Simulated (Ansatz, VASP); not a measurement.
**Two plane-wave programs on WS2**

INCAR

```
PREC = Accurate
ENCUT = 520
EDIFF = 1E-7
ISMEAR = 0
SIGMA = 0.02
LREAL = False
LASPH = True
NELM = 60
ALGO = Normal
ISIF = 2
LWAVE = False
LCHARG = False
GGA = PS
IVDW = 12
NBANDS = 35
```

The input KPOINTS:

```
regular mesh
0
Gamma
  12 12 4
```

The input POSCAR:

```
WS2
1.0
    3.0785386248      0.0000000000      0.0000000000
   -1.5392693124      2.6660926556      0.0000000000
    0.0000000000      0.0000000000     11.4011572165
W S
2 4
Direct
    0.3333333333      0.6666666667      0.7500000000
    0.6666666667      0.3333333333      0.2500000000
    0.3333333333      0.6666666667      0.1117167198
    0.6666666667      0.3333333333      0.6117167198
    0.3333333333      0.6666666667      0.3882832802
    0.6666666667      0.3333333333      0.8882832802
```

Input for Ansatz:

```yaml
crystal:
  lattice:
    - [3.0785386248, 0.0, 0.0]
    - [-1.5392693124, 2.6660926556, 0.0]
    - [0.0, 0.0, 11.4011572165]
  atoms:
    - { symbol: W, position: [0.3333333333, 0.6666666667, 0.75] }
    - { symbol: W, position: [0.6666666667, 0.3333333333, 0.25] }
    - { symbol: S, position: [0.3333333333, 0.6666666667, 0.1117167198] }
    - { symbol: S, position: [0.6666666667, 0.3333333333, 0.6117167198] }
    - { symbol: S, position: [0.3333333333, 0.6666666667, 0.3882832802] }
    - { symbol: S, position: [0.6666666667, 0.3333333333, 0.8882832802] }
basis:
  ecutwfc: 420
kpoints:
  mp_grid: { grid: [12, 12, 4] }
  band_path: { path: [VBM, CBM], npoints: 2 }
hamiltonian:
  xc: pbesol
  dispersion: d3bj
scf:
  occupations: { method: gaussian, width: 0.02 }
output:
  forces: true
  stress: true
  eigenvalues: true
checkpoint:
  read: start.run
  write: ck
  compress: false
  write_wavefunctions: false
  write_every: 100000
```

Alike in both runs: task single point; functional PBEsol; dispersion D3(BJ); k mesh 12 × 12 × 4; occupations gaussian, width 0.02 eV; no spin polarisation.

|  | VASP | Ansatz |
| --- | --- | --- |
| version | VASP 6.6.1 | Ansatz 0.2.0 |
| potentials or method | VASP PAW PBE potentials, release 64 (W_sv, S), cutoff 520 eV | scalar-relativistic, plane waves, PAW |
| valence electrons in the cell | 52 | 52 |

```tsv
	VASP	Ansatz	Ansatz less VASP
gap on the k mesh at the Fermi level (eV)	0.44	0.42	-0.026
least direct gap on the mesh (eV)	1.81	1.81	-0.004
pressure (GPa)	5.2	5.0	-0.20
traceless stress, the component that is largest in VASP (GPa)	0.05	0.00	-0.054
rms of the force components (eV/Å)	0.008	0.000	-0.0078
```

VASP's potentials were made for PBE, not for PBEsol. Atom by atom the forces differ by 0.008 eV/Å (rms over components).

Spin-orbit coupling is off throughout.
